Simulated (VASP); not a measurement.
Rh: single point with LDA

The system is Rh.

```
Rh
1.0
     2.69174    0.00000    0.00000
    -1.34587    2.33112    0.00000
     0.00000    0.00000    8.79807
Rh
4
Direct
  0.00000 0.00000 0.00000
  0.33333 0.66667 0.25000
  0.00000 0.00000 0.50000
  0.66667 0.33333 0.75000
```

| Property | Result |
| --- | --- |
| Program | VASP 6.6.1 |
| Task | single point |
| Functional | LDA |
| Potentials or basis | VASP PAW LDA potentials, release 64 (Rh_pv) |
| Cutoff | 520 eV |
| k mesh | 9 × 9 × 3 |
| Occupations | fermi-dirac, width 0.1 eV |
| Spin | no spin polarisation |
| Dipole correction | no |
| Further INCAR settings | ALGO = Normal; EDIFF = 1e-06; NBANDS = 38 |

| Item | Value |
| --- | --- |
| Pressure | -10.6 GPa |
| Band gap on the k mesh | zero (band 30 reaches 12.25 eV, above the bottom of band 31 at 10.63 eV) |

Stress tensor (GPa, compression positive):
```
-10.11   0.00   0.00
  0.00 -10.11   0.00
  0.00   0.00 -11.73
```

Levels at points of the mesh, in eV from the Fermi level:
| k point | band 27 | band 28 | band 29 | band 30 | band 31 | band 32 | band 33 | band 34 |
| --- | --- | --- | --- | --- | --- | --- | --- | --- |
| (0.00, 0.00, 0.00) | -2.62 | -1.42 | -1.42 | -0.83 | -0.83 | -0.33 | -0.33 | 0.45 |

It took 17 s on 1 thread of Intel(R) Xeon(R) 6975P-C (Granite Rapids), on a shared host, peak memory 0.16 GiB.
